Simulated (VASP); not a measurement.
Set up this calculation in VASP 6.6.1, as the native input.

| Item | Value |
| --- | --- |
| Task | single point |
| Functional | LDA |
| Potentials or basis | VASP PAW LDA potentials, release 64 (Hf_pv, O) |
| Cutoff | 520 eV |
| k mesh | 9 × 9 × 9 |
| Occupations | fermi-dirac, width 0.05 eV |
| Spin | no spin polarisation |
| Dipole correction | no |
| Further INCAR settings | ALGO = Normal; EDIFF = 1e-06; NBANDS = 18 |

The structure of HfO2 lies in POSCAR:

```
HfO2
1.0
    0.0000000000      2.5052914730      2.5052914730
    2.5052914730      0.0000000000      2.5052914730
    2.5052914730      2.5052914730      0.0000000000
Hf O
1 2
Direct
    0.0000000000      0.0000000000      0.0000000000
    0.7500000000      0.7500000000      0.7500000000
    0.2500000000      0.2500000000      0.2500000000
```

This cell differs from its parent crystal: volume scaled by 0.94.

These files were run (other wordings do the same):

INCAR

```
PREC = Accurate ; ENCUT = 520
EDIFF = 1E-6 ; ISMEAR = -1
SIGMA = 0.05 ; LREAL = F
LASPH = T ; NELM = 60
ALGO = Normal ; ISIF = 2
LWAVE = F ; LCHARG = T
GGA = CA ; LELF = T
LVHAR = T ; NBANDS = 18
```

KPOINTS

```
regular mesh
0
Gamma
  9 9 9
```

Potentials or basis: VASP PAW LDA potentials, release 64 (Hf_pv, O).

Launch:

```bash
$ cat potpaw_LDA.64/Hf_pv/POTCAR potpaw_LDA.64/O/POTCAR > POTCAR
$ mpirun -np 1 vasp_std > vasp.out
```

Results of the run:

```json
{
  "Pressure": "-4.8 GPa",
  "Band gap on the k mesh": "3.81 eV, indirect (least direct gap 3.93 eV)"
}
```

Caveat: spin-orbit coupling is left out, which moves the levels of the heavy elements.

Wall time 11 s on 1 thread of Intel(R) Xeon(R) Platinum 8488C (Sapphire Rapids) (shared host), peak memory 0.15 GiB.
